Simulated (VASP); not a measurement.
# Pd (I4/mmm) in VASP: a series of runs

Runs on Pd. Level: PBE. Tasks: single point.

All numbers are computed with VASP 6.6.1; they aren't measurements. Logs are shortened: lines on timing, memory, paths and dates and some standing lists are left out, and cuts for length are marked.

### 1 The cell of the first run

It takes space group I4/mmm (No. 139, tetragonal). The conventional cell has a = 2.723 Å, b = 2.723 Å, c = 3.890 Å, α = 90.00°, β = 90.00°, γ = 90.00°. Pd (site symmetry 4/mmm) has 12 Pd at 2.72 to 2.74 Å within 3.6 Å.

### 2 Single point, PBE (equal xx and yy strain of -1 %)

Contents of INCAR:

```
  PREC = Accurate
  ENCUT = 520
  EDIFF = 1E-7
  ISMEAR = -1
  SIGMA = 0.05
  LREAL = F
  LASPH = T
  NELM = 60
  ALGO = Normal
  ISIF = 2
  LWAVE = F
  LCHARG = F
  GGA = PE
  NBANDS = 11
```

Contents of KPOINTS:

```
regular mesh
0
Gamma
  18 18 18
```

Contents of POSCAR:

```
Pd
1.0
    0.0000000000      1.9254510000      1.9449000000
    1.9254510000      0.0000000000      1.9449000000
    1.9254510000      1.9254510000      0.0000000000
Pd
1
Direct
    0.0000000000      0.0000000000      0.0000000000
```

Potentials or basis: VASP PAW PBE potentials, release 64 (Pd).

Launch:

```sh
$ cat potpaw_PBE.64/Pd/POTCAR > POTCAR
$ mpirun -np 1 vasp_std > vasp.out
```

OUTCAR:

```text
PREC = Accurate
   ENCUT = 520
   EDIFF = 1E-7
   ISMEAR = -1
   LREAL = F
   LASPH = T
   NELM = 60
   ISIF = 2
   GGA = PE

 ion  position               nearest neighbor table
   1  0.000  0.000  0.000-

  LATTYP: Found a body centered tetragonal cell.
 ALAT       =     2.7229989179
 C/A-ratio  =     1.4284985479

  Lattice vectors:

 A1 = (  -1.9254510000,   0.0000000000,   1.9449000000)
 A2 = (   1.9254510000,   0.0000000000,   1.9449000000)
 A3 = (   0.0000000000,   1.9254510000,  -1.9449000000)

Analysis of symmetry for initial positions (statically):
=====================================================================
 Subroutine PRICEL returns:
 Original cell was already a primitive cell.

 Routine SETGRP: Setting up the symmetry group for a
 body centered tetragonal supercell.

 Subroutine GETGRP returns: Found 16 space group operations
 (whereof 16 operations were pure point group operations)
 out of a pool of 16 trial point group operations.

The static configuration has the point symmetry D_4h.

Analysis of symmetry for dynamics (positions and initial velocities):
=====================================================================
 Subroutine PRICEL returns:
 Original cell was already a primitive cell.

 Routine SETGRP: Setting up the symmetry group for a
 body centered tetragonal supercell.

 Subroutine GETGRP returns: Found 16 space group operations
 (whereof 16 operations were pure point group operations)
 out of a pool of 16 trial point group operations.

The dynamic configuration has the point symmetry D_4h.

 Subroutine INISYM returns: Found 16 space group operations
 (whereof 16 operations are pure point group operations),
 and found     1 'primitive' translations

----------------------------------------------------------------------------------------

                                     Primitive cell

  volume of cell :      14.4209

  direct lattice vectors                    reciprocal lattice vectors
     0.000000000  1.925451000  1.944900000    -0.259679421  0.259679421  0.257082626
     1.925451000  0.000000000  1.944900000     0.259679421 -0.259679421  0.257082626
     1.925451000  1.925451000  0.000000000     0.259679421  0.259679421 -0.257082626

  length of vectors
     2.736785992  2.736785992  2.722998918     0.448283704  0.448283704  0.448283704

  position of ions in fractional coordinates (direct lattice)
     0.000000000  0.000000000  0.000000000

  ion indices of the primitive-cell ions
   primitive index   ion index
                 1           1

----------------------------------------------------------------------------------------

 KPOINTS: regular mesh

Automatic generation of k-mesh.
 Grid dimensions read from file:
 generate k-points for:   18   18   18

 Generating k-lattice:

  Cartesian coordinates                     Fractional coordinates (reciprocal lattice)
    -0.014426634  0.014426634  0.014282368     0.055555556  0.000000000  0.000000000
     0.014426634 -0.014426634  0.014282368     0.000000000  0.055555556  0.000000000
     0.014426634  0.014426634 -0.014282368    -0.000000000 -0.000000000  0.055555556

  Length of vectors
     0.024904650  0.024904650  0.024904650

  Shift w.r.t. Gamma in fractional coordinates (k-lattice)
     0.000000000  0.000000000  0.000000000

 Subroutine IBZKPT returns following result:
 ===========================================

 Found    480 irreducible k-points:

 Following reciprocal coordinates:
            Coordinates               Weight
  0.000000  0.000000  0.000000      1.000000
  0.055556  0.000000  0.000000      8.000000
  0.111111  0.000000  0.000000      8.000000
  0.166667  0.000000  0.000000      8.000000
  0.222222  0.000000  0.000000      8.000000
  0.277778  0.000000  0.000000      8.000000
[... 16 lines left out ...]
 -0.277778  0.055556  0.000000      8.000000
 -0.222222  0.055556  0.000000      8.000000
 [... further k-points ...]
   k-points           NKPTS =    480   k-points in BZ     NKDIM =    480   number of bands    NBANDS=     11
   number of dos      NEDOS =    301   number of ions     NIONS =      1
   total plane-waves  NPLWV =   8000
   dimension x,y,z NGX =    20 NGY =   20 NGZ =   20
   dimension x,y,z NGXF=    40 NGYF=   40 NGZF=   40
   ions per type =               1
   NGX,Y,Z   is equivalent  to a cutoff of  12.15, 12.15, 12.21 a.u.
   NGXF,Y,Z  is equivalent  to a cutoff of  24.30, 24.30, 24.42 a.u.
 SYSTEM =  unknown system
   PREC   = accura    normal or accurate (medium, high low for compatibility)
   ISTART =      0    job   : 0-new  1-cont  2-samecut
   ICHARG =      2    charge: 1-file 2-atom 10-const
   ISPIN  =      1    spin polarized calculation?
   LNONCOLLINEAR =      F non collinear calculations
   LSORBIT =      F    spin-orbit coupling
   LASPH  =      T    aspherical Exc in radial PAW
   ENCUT  =  520.0 eV  38.22 Ry    6.18 a.u.   5.09  5.09  5.06*2*pi/ulx,y,z
   NELM   =     60;   NELMIN=  2; NELMDL= -5     # of ELM steps
   EDIFF  = 0.1E-06   stopping-criterion for ELM
   LREAL  =      F    real-space projection
   EDIFFG = 0.1E-05   stopping-criterion for IOM
   NSW    =      0    number of steps for IOM
   IBRION =     -1    ionic relax: 0-MD 1-quasi-New 2-CG
   NFREE  =      0    steps in history (QN), initial steepest desc. (CG)
   ISIF   =      2    stress and relaxation
   ISYM   =      2    0-nonsym 1-usesym 2-fastsym
   POTIM  = 0.5000    time-step for ionic-motion
   TEBEG  =    0.0;   TEEND  =   0.0 temperature during run
   PSTRESS=    0.0 pullay stress
   NELECT =      10.0000    total number of electrons
   NUPDOWN=      -1.0000    fix difference up-down
   EMIN   =  10.00;   EMAX   =-10.00  energy-range for DOS
   EFERMI =   0.00;   METHOD = LEGACY
   ISMEAR =    -1;   SIGMA  =   0.05  broadening in eV -4-tet -1-fermi 0-gaus
   EFERMI_NEDOS =   21; number of points for ismear=-14 and -15
   IALGO  =     38    algorithm
   IMIX   =      4    mixing-type and parameters
     AMIX     =   0.40;   BMIX     =  1.00
     AMIX_MAG =   1.60;   BMIX_MAG =  1.00
  volume/ion in A,a.u.               =      14.42        97.32
  Fermi-wavevector in a.u.,A,eV,Ry     =   1.449030  2.738270 28.567995  2.099688
  Thomas-Fermi vector in A             =   2.566803
   LORBIT       =      0    0 simple, 1 ext, 2 COOP (PROOUT), +10 PAW based schemes
   GGA     = PE    functional components
[... 5 lines left out ...]
 non-spin polarized calculation
  energy-cutoff  :      520.00
  volume of cell :       14.42
 maximum number of plane-waves:       399
   NGX = 11   NGY = 11   NGZ = 11

 number of electron      10.0000003 magnetization

 Free energy of the ion-electron system (eV)
  ---------------------------------------------------
  ext. energy  EPLUGINS =         0.00000000
  ---------------------------------------------------
  free energy    TOTEN  =        -5.19920094 eV

  energy without entropy =       -5.18165986  energy(sigma->0) =       -5.19043040

 E-fermi :  10.1718     XC(G=0): -13.3267

 val. band max:       10.1688331977   @ k =   0.3889   0.0000   0.0556
 cond. band min:      10.1741796763   @ k =   0.5000   0.1667   0.0000
 fundamental gap:      0.0053464786
 Fermi energy:        10.1718034935

 k-point     1 :       0.0000    0.0000    0.0000
  band No.  band energies     occupation
      1       2.8535      2.00000
      2       7.1608      2.00000
      3       7.2585      2.00000
      4       7.2585      2.00000
      5       8.8450      2.00000
      6       8.9471      2.00000
      7      27.3724      0.00000
      8      32.1110      0.00000
      9      32.3621      0.00000
     10      32.3621      0.00000
     11      36.3096      0.00000

 k-point     2 :       0.0556    0.0000    0.0000
  band No.  band energies     occupation
      1       2.9682      2.00000
      2       7.1581      2.00000
      3       7.2598      2.00000
      4       7.2990      2.00000
      5       8.8264      2.00000
      6       8.9258      2.00000
      7      27.5006      0.00000
      8      31.5047      0.00000
      9      32.3430      0.00000
     10      32.4989      0.00000
     11      36.3447      0.00000

 k-point     3 :       0.1111    0.0000    0.0000
  band No.  band energies     occupation
      1       3.2995      2.00000
      2       7.0735      2.00000
      3       7.3451      2.00000
      4       7.4055      2.00000
      5       8.7893      2.00000
      6       8.8791      2.00000
      7      27.7980      0.00000
      8      29.9689      0.00000
      9      32.7230      0.00000
     10      32.8881      0.00000
     11      36.3665      0.00000

 k-point     4 :       0.1667    0.0000    0.0000
  band No.  band energies     occupation
      1       3.7978      2.00000
      2       6.9801      2.00000
      3       7.4569      2.00000
      4       7.5268      2.00000
      5       8.7924      2.00000
      6       8.8630      2.00000
      7      27.5828      0.00000
      8      28.7305      0.00000
      9      33.2984      0.00000
     10      33.4582      0.00000
     11      36.4515      0.00000
[... 239 lines left out ...]
 k-point    22 :      -0.3333    0.0556    0.0000
  band No.  band energies     occupation
      1       4.8922      2.00000
      2       7.2685      2.00000
      3       7.4399      2.00000
      4       8.4021      2.00000
      5       9.4355      2.00000
      6      10.2058      0.67231
      7      21.1912      0.00000
      8      27.5216      0.00000
      9      31.5182      0.00000
     10      33.7399      0.00000
     11      36.3217      0.00000

 k-point    23 :      -0.2778    0.0556    0.0000
  band No.  band energies     occupation
      1       4.8623      2.00000
      2       7.3419      2.00000
      3       7.5559      2.00000
      4       7.6087      2.00000
      5       9.0756      2.00000
      6       9.6978      1.99985
      7      23.2319      0.00000
      8      28.0464      0.00000
      9      32.1898      0.00000
     10      35.2245      0.00000
     11      35.4905      0.00000

 k-point    24 :      -0.2222    0.0556    0.0000
  band No.  band energies     occupation
      1       4.5908      2.00000
      2       7.0013      2.00000
      3       7.5192      2.00000
      4       7.6360      2.00000
      5       8.7882      2.00000
      6       9.3021      2.00000
      7      25.2735      0.00000
      8      28.4690      0.00000
      9      32.6054      0.00000
     10      35.0125      0.00000
     11      35.5060      0.00000

 [... further k-points ...]
[... 5 lines left out ...]
  --------------------------------------------------------------------------------------
  -------------------------------------------------------------------------------------
  Total        1.0699925      1.0699925      1.0076901      0.0000000      0.0000000      0.0000000
  in kB      118.8773436    118.8773436    111.9554846      0.0000000      0.0000000      0.0000000
  external PRESSURE =     116.5700572 kB  Pullay stress =       0.0000000 kB

 VOLUME and BASIS-vectors are now :
 -----------------------------------------------------------------------------
  energy-cutoff  :      520.00
  volume of cell :       14.42
      direct lattice vectors                 reciprocal lattice vectors
     0.000000000  1.925451000  1.944900000    -0.259679421  0.259679421  0.257082626
     1.925451000  0.000000000  1.944900000     0.259679421 -0.259679421  0.257082626
     1.925451000  1.925451000  0.000000000     0.259679421  0.259679421 -0.257082626

 POSITION                                       TOTAL-FORCE (eV/Angst)
 -----------------------------------------------------------------------------------
      0.00000      0.00000      0.00000         0.000000     -0.000000      0.000000
 -----------------------------------------------------------------------------------
    total drift:                               -0.000000     -0.000000     -0.000000

  FREE ENERGIE OF THE ION-ELECTRON SYSTEM (eV)
  ---------------------------------------------------
  free  energy   TOTEN  =        -5.1992009429 eV

  energy  without entropy=       -5.1816598623  energy(sigma->0) =       -5.19043040
```

Run time: 67 s. Hardware: 1 thread of AMD EPYC 7R43 (Zen 3), shared host; peak memory 0.15 GiB.

What came out:

```yaml
Free_energy: -5.1992 eV
Pressure: 11.7 GPa
Band_gap_on_the_k_mesh: zero (band 5 reaches 10.51 eV, above the bottom of band 6 at 8.86 eV)
```

Caveat: the cell differs from its parent crystal (equal xx and yy strain of -1 %).

### 3 Single point, PBE (zz strain of -2 %)

Contents of INCAR:

```
SYSTEM = Pd
ALGO = Normal
EDIFF = 1E-6
ENCUT = 520
GGA = PE
ISIF = 2
ISMEAR = -1
LASPH = .TRUE.
LCHARG = .FALSE.
LREAL = .FALSE.
LWAVE = .FALSE.
NBANDS = 11
NELM = 80
PREC = Accurate
SIGMA = 0.05
```

Contents of KPOINTS:

```
k-points
0
G
  18 18 18
  0 0 0
```

Contents of POSCAR:

```
Pd
1.0
    0.0000000000      1.9449000000      1.9060020000
    1.9449000000      0.0000000000      1.9060020000
    1.9449000000      1.9449000000      0.0000000000
Pd
1
Direct
    0.0000000000      0.0000000000      0.0000000000
```

Potentials or basis: VASP PAW PBE potentials, release 64 (Pd).

Launch:

```sh
$ cat potpaw_PBE.64/Pd/POTCAR > POTCAR
$ mpirun -np 1 vasp_std > vasp.out
```

It took 57 s on 1 thread of AMD EPYC 7R43 (Zen 3), shared host; peak memory 0.15 GiB.

It converged, with:

```yaml
Free_energy: -5.1985 eV
Pressure: 11.7 GPa
Band_gap_on_the_k_mesh: zero (band 5 reaches 10.54 eV, above the bottom of band 6 at 8.86 eV)
```

Stress tensor (GPa, compression positive):
```
11.30  0.00  0.00
 0.00 11.30  0.00
 0.00  0.00 12.51
```

Levels at points of the mesh, in eV from the Fermi level:
```tsv
k point	band 2	band 3	band 4	band 5	band 6	band 7	band 8	band 9
(0.00, 0.00, 0.00)	-3.01	-3.01	-2.82	-1.38	-1.18	17.21	21.94	21.94
(0.50, 0.00, 0.00)	-3.09	-2.90	-0.07	0.02	0.97	7.51	16.55	21.12
(0.50, 0.50, 0.00)	-5.29	-0.06	0.31	0.31	3.62	11.38	13.08	13.08
(0.50, 0.00, 0.50)	-5.29	-0.06	0.23	0.37	3.21	10.83	13.40	13.53
```

Caveat: the cell differs from its parent crystal (zz strain of -2 %).
